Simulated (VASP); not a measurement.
# EuO in VASP: single point with PBE+U

Aim: the single point of EuO with PBE+U.

Everything below comes from runs of VASP 6.6.1. Logs are shortened: lines on timing, memory, paths and dates and some standing lists are left out, and cuts for length are marked.

### Step 1. The cell of the first run

The cell holds a slab with vacuum, 6 atoms: a = 3.660 Å, b = 3.660 Å, c = 22.176 Å, α = 90.00°, β = 90.00°, γ = 90.00°.

### Step 2. Single point, PBE+U, collinear spin, ferromagnetic start

File INCAR:

```
PREC     = Accurate       # precision mode
ENCUT    = 520            # plane-wave cutoff, eV
EDIFF    = 1E-6           # SCF threshold, eV
ISMEAR   = 0              # smearing method
SIGMA    = 0.05           # smearing width, eV
LREAL    = False          # projectors in reciprocal space
LASPH    = True           # aspherical terms in the spheres
NELM     = 200            # most SCF steps
ALGO     = Normal         # electronic algorithm
ISIF     = 2              # what is computed and relaxed
LWAVE    = False          # write WAVECAR
LCHARG   = False          # write CHGCAR
ISPIN    = 2              # spin polarisation
MAGMOM   = 7.44 7.44 7.44 0 0 0 # initial moments
LORBIT   = 11             # projections on sites
LMAXMIX  = 6              # l up to which the mixer works
LDAU     = True           # DFT+U
LDAUTYPE = 2            
LDAUL    = 3 -1           # shell
LDAUU    = 6 0            # U, eV
LDAUJ    = 0 0          
LDAUPRINT= 1            
LDIPOL   = True         
IDIPOL   = 3            
DIPOL    = 0.5 0.5 0.497
GGA      = PE             # functional
NBANDS   = 48             # bands
GGA_COMPAT= False        
NELMDL   = -8
```

File KPOINTS:

```
Automatic mesh
0
Gamma
  7 7 1
```

File POSCAR:

```
EuO
1.0
    3.6598011243      0.0000000000      0.0000000000
    0.0000000000      3.6598011243      0.0000000000
    0.0000000000      0.0000000000     22.1757403856
Eu O
3 3
Direct
    0.0000000000      0.0000000000      0.3833017456
    0.5000000000      0.5000000000      0.4971388379
    0.0000000000      0.0000000000      0.6121986476
    0.5000000000      0.5000000000      0.3833017456
    0.0000000000      0.0000000000      0.4977169396
    0.5000000000      0.5000000000      0.6094455581
```

Potentials or basis: VASP PAW PBE potentials, release 64 (Eu, O).

Started as:

```
cat potpaw_PBE.64/Eu/POTCAR potpaw_PBE.64/O/POTCAR > POTCAR
mpirun -np 1 vasp_std > vasp.out
```

OUTCAR:

```text
PREC = Accurate
   ENCUT = 520
   EDIFF = 1E-6
   ISMEAR = 0
   LREAL = False
   LASPH = True
   NELM = 200
   ISIF = 2
   ISPIN = 2
   LORBIT = 11
   GGA = PE
   NELMDL = -8

 ion  position               nearest neighbor table
   1  0.000  0.000  0.383-   5 2.54   4 2.59   4 2.59   4 2.59   4 2.59
   2  0.500  0.500  0.497-   6 2.49   4 2.52   5 2.59   5 2.59   5 2.59   5 2.59
   3  0.000  0.000  0.612-   5 2.54   6 2.59   6 2.59   6 2.59   6 2.59
   4  0.500  0.500  0.383-   2 2.52   1 2.59   1 2.59   1 2.59   1 2.59
   5  0.000  0.000  0.498-   1 2.54   3 2.54   2 2.59   2 2.59   2 2.59   2 2.59
   6  0.500  0.500  0.609-   2 2.49   3 2.59   3 2.59   3 2.59   3 2.59

  LATTYP: Found a simple tetragonal cell.
 ALAT       =     3.6598011243
 C/A-ratio  =     6.0592747071

  Lattice vectors:

 A1 = (   3.6598011243,   0.0000000000,   0.0000000000)
 A2 = (   0.0000000000,   3.6598011243,   0.0000000000)
 A3 = (   0.0000000000,   0.0000000000,  22.1757403856)

Analysis of symmetry for initial positions (statically):
=====================================================================
 Subroutine PRICEL returns:
 Original cell was already a primitive cell.

 Routine SETGRP: Setting up the symmetry group for a
 simple tetragonal supercell.

 Subroutine GETGRP returns: Found  8 space group operations
 (whereof  8 operations were pure point group operations)
 out of a pool of 16 trial point group operations.

The static configuration has the point symmetry C_4v.

Analysis of symmetry for dynamics (positions and initial velocities):
=====================================================================
 Subroutine PRICEL returns:
 Original cell was already a primitive cell.

 Routine SETGRP: Setting up the symmetry group for a
 simple tetragonal supercell.

 Subroutine GETGRP returns: Found  8 space group operations
 (whereof  8 operations were pure point group operations)
 out of a pool of 16 trial point group operations.

The dynamic configuration has the point symmetry C_4v.

Analysis of structural, dynamic, and magnetic symmetry:
=====================================================================
 Subroutine PRICEL returns:
 Original cell was already a primitive cell.

 Routine SETGRP: Setting up the symmetry group for a
 simple tetragonal supercell.

 Subroutine GETGRP returns: Found  8 space group operations
 (whereof  8 operations were pure point group operations)
 out of a pool of 16 trial point group operations.

The overall configuration has the point symmetry C_4v.

 Subroutine INISYM returns: Found  8 space group operations
 (whereof  8 operations are pure point group operations),
 and found     1 'primitive' translations

----------------------------------------------------------------------------------------

                                     Primitive cell

  volume of cell :     297.0251

[... 122 lines left out ...]
   NGX = 13   NGY = 13   NGZ = 83

atom =   1  type =  1  l = 3

 onsite density matrix

spin component  1
[... 103 lines left out ...]
  o =  0.0000  v =  0.0000  0.0000  0.0000  0.0000  0.0000  0.0000  0.0000  0.0000  0.0000  0.0000 -0.0000  0.0000 -1.0000 -0.0000      0.0000  0.0000  0.0000  0.0000  0.0000  0.0000  0.0000  0.0000  0.0000  0.0000  0.0000  0.0000  0.0000  0.0000
  o =  0.0010  v =  0.0000  0.0000  0.0000  0.0000  0.0000  0.0000  0.0000  0.5731  0.0000  0.8195  0.0000 -0.0000  0.0000 -0.0000      0.0000  0.0000  0.0000  0.0000  0.0000  0.0000  0.0000  0.0000  0.0000  0.0000  0.0000  0.0000  0.0000  0.0000
  o =  0.0010  v =  0.0000  0.0000  0.0000  0.0000  0.0000  0.0000  0.0000 -0.0000  0.0000  0.0000 -0.0000  0.8195  0.0000 -0.5731      0.0000  0.0000  0.0000  0.0000  0.0000  0.0000  0.0000  0.0000  0.0000  0.0000  0.0000  0.0000  0.0000  0.0000
  o =  0.0013  v =  0.0000  0.0000  0.0000  0.0000  0.0000  0.0000  0.0000  0.0000 -1.0000  0.0000  0.0000 -0.0000  0.0000 -0.0000      0.0000  0.0000  0.0000  0.0000  0.0000  0.0000  0.0000  0.0000  0.0000  0.0000  0.0000  0.0000  0.0000  0.0000
  o =  0.0026  v =  0.0000  0.0000  0.0000  0.0000  0.0000  0.0000  0.0000 -0.0000 -0.0000  0.0000 -1.0000  0.0000  0.0000  0.0000      0.0000  0.0000  0.0000  0.0000  0.0000  0.0000  0.0000  0.0000  0.0000  0.0000  0.0000  0.0000  0.0000  0.0000
  o =  0.0043  v =  0.0000  0.0000  0.0000  0.0000  0.0000  0.0000  0.0000 -0.8195 -0.0000  0.5731  0.0000 -0.0000 -0.0000  0.0000      0.0000  0.0000  0.0000  0.0000  0.0000  0.0000  0.0000  0.0000  0.0000  0.0000  0.0000  0.0000  0.0000  0.0000
  o =  0.0043  v =  0.0000  0.0000  0.0000  0.0000  0.0000  0.0000  0.0000 -0.0000 -0.0000 -0.0000 -0.0000 -0.5731 -0.0000 -0.8195      0.0000  0.0000  0.0000  0.0000  0.0000  0.0000  0.0000  0.0000  0.0000  0.0000  0.0000  0.0000  0.0000  0.0000
  o =  0.9717  v =  0.0000 -0.0000  0.0000  1.0000  0.0000 -0.0000  0.0000  0.0000  0.0000  0.0000  0.0000  0.0000  0.0000  0.0000      0.0000  0.0000  0.0000  0.0000  0.0000  0.0000  0.0000  0.0000  0.0000  0.0000  0.0000  0.0000  0.0000  0.0000
  o =  0.9717  v =  0.0000 -0.0000 -0.0000  0.0000 -0.0000  1.0000  0.0000  0.0000  0.0000  0.0000  0.0000  0.0000  0.0000  0.0000      0.0000  0.0000  0.0000  0.0000  0.0000  0.0000  0.0000  0.0000  0.0000  0.0000  0.0000  0.0000  0.0000  0.0000
  o =  0.9775  v = -0.7829  0.0000 -0.6222  0.0000  0.0000 -0.0000  0.0000  0.0000  0.0000  0.0000  0.0000  0.0000  0.0000  0.0000      0.0000  0.0000  0.0000  0.0000  0.0000  0.0000  0.0000  0.0000  0.0000  0.0000  0.0000  0.0000  0.0000  0.0000
  o =  0.9775  v =  0.0000 -0.0000 -0.0000 -0.0000 -0.6222 -0.0000  0.7829  0.0000  0.0000  0.0000  0.0000  0.0000  0.0000  0.0000      0.0000  0.0000  0.0000  0.0000  0.0000  0.0000  0.0000  0.0000  0.0000  0.0000  0.0000  0.0000  0.0000  0.0000
  o =  0.9782  v =  0.0000  0.0000 -0.0000  0.0000 -0.7829  0.0000 -0.6222  0.0000  0.0000  0.0000  0.0000  0.0000  0.0000  0.0000      0.0000  0.0000  0.0000  0.0000  0.0000  0.0000  0.0000  0.0000  0.0000  0.0000  0.0000  0.0000  0.0000  0.0000
  o =  0.9782  v = -0.6222  0.0000  0.7829 -0.0000 -0.0000  0.0000 -0.0000  0.0000  0.0000  0.0000  0.0000  0.0000  0.0000  0.0000      0.0000  0.0000  0.0000  0.0000  0.0000  0.0000  0.0000  0.0000  0.0000  0.0000  0.0000  0.0000  0.0000  0.0000
  o =  0.9797  v =  0.0000  1.0000  0.0000  0.0000  0.0000  0.0000  0.0000  0.0000  0.0000  0.0000  0.0000  0.0000  0.0000  0.0000      0.0000  0.0000  0.0000  0.0000  0.0000  0.0000  0.0000  0.0000  0.0000  0.0000  0.0000  0.0000  0.0000  0.0000

 number of electron      68.9999991 magnetization      21.0003111

 dipolmoment           0.000000      0.000000     -0.016962 electrons x Angstroem

 Free energy of the ion-electron system (eV)
  ---------------------------------------------------
  ext. energy  EPLUGINS =         0.00000000
  ---------------------------------------------------
  free energy    TOTEN  =       -62.53750869 eV

  energy without entropy =      -62.53750804  energy(sigma->0) =      -62.53750836

 E-fermi :   0.1183     XC(G=0):  -4.3811

 val. band max:       -0.0183029468   @ k =   0.0000   0.0000   0.0000
 cond. band min:       0.2487880571   @ k =   0.0000   0.0000   0.0000
 fundamental gap:      0.2670910039
 Fermi energy:         0.1182954451

 spin component 1

 k-point     1 :       0.0000    0.0000    0.0000
  band No.  band energies     occupation
      1     -39.8728      1.00000
      2     -39.7782      1.00000
      3     -39.4562      1.00000
      4     -19.3932      1.00000
      5     -19.2855      1.00000
      6     -18.6722      1.00000
[... 479 lines left out ...]
     45      -0.1348      1.00000
     46       1.0320      0.00000
 Fermi energy:         0.1182954451

 spin component 2

 k-point     1 :       0.0000    0.0000    0.0000
  band No.  band energies     occupation
      1     -36.7346      1.00000
      2     -36.6413      1.00000
      3     -36.3309      1.00000
      4     -18.2832      1.00000
      5     -17.8656      1.00000
      6     -17.2069      1.00000
[... 479 lines left out ...]
     45       8.2258      0.00000
     46       8.4145      0.00000
 [bands above 46 left out]

------------------------ aborting loop because EDIFF is reached ----------------------------------------

 vacuum level on the upper side and lower side of the slab       (xc-potential included)        -0.407        -0.194

  FORCE on cell =-STRESS in cart. coord.  units (eV):
  Direction    XX          YY          ZZ          XY          YZ          ZX
  --------------------------------------------------------------------------------------
  -------------------------------------------------------------------------------------
  Total       -2.4857813     -2.4857813     -0.2603543      0.0000000      0.0000000     -0.0000000
  in kB      -13.4085060    -13.4085060     -1.4043725      0.0000000      0.0000000     -0.0000000
  external PRESSURE =      -9.4071281 kB  Pullay stress =       0.0000000 kB

 VOLUME and BASIS-vectors are now :
 -----------------------------------------------------------------------------
  energy-cutoff  :      520.00
  volume of cell :      297.03
      direct lattice vectors                 reciprocal lattice vectors
     3.659801124  0.000000000  0.000000000     0.273238891  0.000000000  0.000000000
     0.000000000  3.659801124  0.000000000     0.000000000  0.273238891  0.000000000
     0.000000000  0.000000000 22.175740386     0.000000000  0.000000000  0.045094323

 POSITION                                       TOTAL-FORCE (eV/Angst)
 -----------------------------------------------------------------------------------
      0.00000      0.00000      8.50000        -0.000000     -0.000000     -0.235027
      1.82990      1.82990     11.02442        -0.000000      0.000000     -0.003797
      0.00000      0.00000     13.57596        -0.000000     -0.000000     -0.005120
      1.82990      1.82990      8.50000        -0.000000     -0.000000      0.262065
      0.00000      0.00000     11.03724         0.000000     -0.000000      0.001675
      1.82990      1.82990     13.51491        -0.000000      0.000000     -0.019797
 -----------------------------------------------------------------------------------
    total drift:                                0.000000      0.000000     -0.001892

  FREE ENERGIE OF THE ION-ELECTRON SYSTEM (eV)
  ---------------------------------------------------
  free  energy   TOTEN  =       -62.5375086876 eV

  energy  without entropy=      -62.5375080404  energy(sigma->0) =      -62.53750836

 vacuum level on the upper side and lower side of the slab         1.412         1.637

 total charge

# of ion       s       p       d       f       tot
--------------------------------------------------
    1        2.030   5.789   0.270   6.839  14.928
    2        2.034   5.806   0.308   6.817  14.965
    3        2.030   5.788   0.269   6.841  14.928
    4        1.555   3.378   0.000   0.000   4.933
    5        1.554   3.405   0.000   0.000   4.959
    6        1.556   3.380   0.000   0.000   4.936
--------------------------------------------------
tot         10.758  27.546   0.847  20.497  59.649

 magnetization (x)

# of ion       s       p       d       f       tot
--------------------------------------------------
    1       -0.014  -0.116   0.058   6.812   6.739
    2       -0.014  -0.113   0.065   6.781   6.719
    3       -0.014  -0.116   0.058   6.813   6.740
    4       -0.004  -0.082   0.000   0.000  -0.086
    5       -0.005  -0.087   0.000   0.000  -0.092
    6       -0.004  -0.082   0.000   0.000  -0.086
--------------------------------------------------
tot         -0.055  -0.597   0.180  20.406  19.934
```

Run time: 28 min. Hardware: 1 thread of Oxide Virtual Turin-like, shared host; peak memory 0.54 GiB.

Results:

```yaml
Free_energy: -62.5375 eV
Largest_force: 0.262 eV/Å
Band_gap_on_the_k_mesh: 0.27 eV
Net_moment: 21.00 μB per cell
Site_moments: Eu +6.74, +6.72 (each value once); O -0.09 μB
Valence_electrons_inside_the_program's_atomic_spheres: Eu 14.93, 14.96 (each value once); O 4.93, 4.96, 4.94
```

Forces on the atoms (eV/Å):
```
Eu   0.000  0.000 -0.235
Eu   0.000  0.000 -0.004
Eu   0.000  0.000 -0.005
O    0.000  0.000  0.262
O    0.000  0.000  0.002
O    0.000  0.000 -0.020
```

Levels at points of the mesh, in eV from the valence-band top:
Spin up:
| k point | band 41 | band 42 | band 43 | band 44 | band 45 | band 46 | band 47 | band 48 |
| --- | --- | --- | --- | --- | --- | --- | --- | --- |
| (0.00, 0.00, 0.00) | -0.18 | -0.12 | -0.12 | 0.00 | 0.00 | 0.27 | 0.45 | 0.84 |
Spin down:
```tsv
k point	band 20	band 21	band 22	band 23	band 24	band 25	band 26	band 27	band 28	band 29
(0.00, 0.00, 0.00)	-2.40	-2.29	-2.29	-2.14	-2.14	0.56	0.98	1.22	2.04	2.18
```

Eigenvalues of the final occupation matrices:
```tsv
site	spin	trace	eigenvalues
site 1 f	1	6.83	0.97 0.97 0.98 0.98 0.98 0.98 0.98
site 1 f	2	0.01	0.00 0.00 0.00 0.00 0.00 0.00 0.00
site 2 f	1	6.81	0.96 0.96 0.97 0.97 0.98 0.98 0.98
site 2 f	2	0.02	0.00 0.00 0.00 0.00 0.00 0.00 0.01
site 3 f	1	6.83	0.97 0.97 0.98 0.98 0.98 0.98 0.98
site 3 f	2	0.01	0.00 0.00 0.00 0.00 0.00 0.00 0.00
```

Caveat: spin-orbit coupling is left out, which moves the levels of the heavy elements.
